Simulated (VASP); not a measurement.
Here is a VASP 6.6.1 calculation.

INCAR

```
  ALGO = Normal
  EDIFF = 1E-6
  ENCUT = 520
  GGA = PS
  ISIF = 2
  ISMEAR = -1
  LASPH = T
  LCHARG = F
  LREAL = F
  LWAVE = F
  NBANDS = 45
  NELM = 60
  PREC = Accurate
  SIGMA = 0.05
```

Contents of KPOINTS:

```
k-points
0
Gamma
  4 4 2
```

File POSCAR:

```
TePtSe3
1.0
    5.0020069344      0.0018578245      0.1681794506
   -0.0010325572      5.0018852429      0.1725020877
    0.3388153948      0.3363349822      9.7332192362
Te Pt Se
2 2 6
Direct
    0.0068274223     -0.0205208578      0.0825694670
   -0.0226370282      0.0085470864      0.5825742476
    0.5086513105      0.4603440005      0.2502859416
    0.4585079449      0.5101848174      0.7502746003
    0.0188818128      0.4619342616      0.2165889350
    0.5001373757     -0.0300433764      0.2066395520
    0.6249772602      0.4888813144     -0.0106590676
   -0.0319336097      0.5017109378      0.7066314131
    0.4599874648      0.0204696708      0.7165557328
    0.4868990509      0.6267126768      0.4893183331
```

Potentials or basis: VASP PAW PBE potentials, release 64 (Te, Pt, Se).

Command:

```sh
$ cat potpaw_PBE.64/Te/POTCAR potpaw_PBE.64/Pt/POTCAR potpaw_PBE.64/Se/POTCAR > POTCAR
$ mpirun -np 1 vasp_std > vasp.out
```

**Question.** Predict the band gap on the k mesh.

**Answer.** Zero (band 34 reaches 6.24 eV, above the bottom of band 35 at 4.37 eV).

**Question.** Predict the largest force.

**Answer.** 0.016 eV/Å.

**Question.** Estimate the pressure.

**Answer.** 0.1 GPa.

Forces in eV/Å, atoms in the order of the input:
```
Te   0.008  0.000 -0.013
Te   0.000  0.008 -0.014
Pt   0.003  0.005 -0.002
Pt   0.004  0.003 -0.002
Se  -0.002 -0.001  0.008
Se  -0.007 -0.007  0.005
Se   0.001  0.000  0.001
Se  -0.006 -0.007  0.005
Se  -0.001 -0.003  0.008
Se   0.001  0.001  0.002
```

Caveat: the PAW data sets were made with another functional, which shifts forces and pressure a little; spin-orbit coupling is left out, which moves the levels of the heavy elements.
